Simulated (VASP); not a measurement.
Input of a VASP 6.6.1 run:

File INCAR:

```
SYSTEM = TiSi
PREC     = Accurate       ! precision mode
ENCUT    = 520            ! plane-wave cutoff, eV
EDIFF    = 1E-7           ! SCF threshold, eV
ISMEAR   = -1             ! smearing method
SIGMA    = 0.1            ! smearing width, eV
LREAL    = .FALSE.        ! projectors in reciprocal space
LASPH    = .TRUE.         ! aspherical terms in the spheres
NELM     = 80             ! most SCF steps
ALGO     = Normal         ! electronic algorithm
ISIF     = 2              ! what is computed and relaxed
LWAVE    = .FALSE.        ! write WAVECAR
LCHARG   = .FALSE.        ! write CHGCAR
GGA      = PS             ! functional
NBANDS   = 15             ! bands
```

File KPOINTS:

```
regular mesh
0
G
  14 14 14
  0 0 0
```

The input POSCAR:

```
TiSi
1.0
    2.8805468360      0.0000000000      0.0000000000
    0.0000000000      2.8805468360      0.0000000000
    0.0000000000      0.0000000000      2.8805468360
Ti Si
1 1
Direct
    0.0000000000      0.0000000000      0.0000000000
    0.5000000000      0.5000000000      0.5000000000
```

Potentials or basis: VASP PAW PBE potentials, release 64 (Ti_sv, Si).

Command:

```bash
$ cat potpaw_PBE.64/Ti_sv/POTCAR potpaw_PBE.64/Si/POTCAR > POTCAR
$ mpirun -np 1 vasp_std > vasp.out
```

Task: Predict the pressure.

Result: 39.9 GPa.

Task: Predict the band gap on the k mesh.

Result: Zero (bands 8 and 9 overlap by 3.11 eV).

Caveat: the cell stands under pressure; the PAW data sets were made with another functional, which shifts forces and pressure a little.
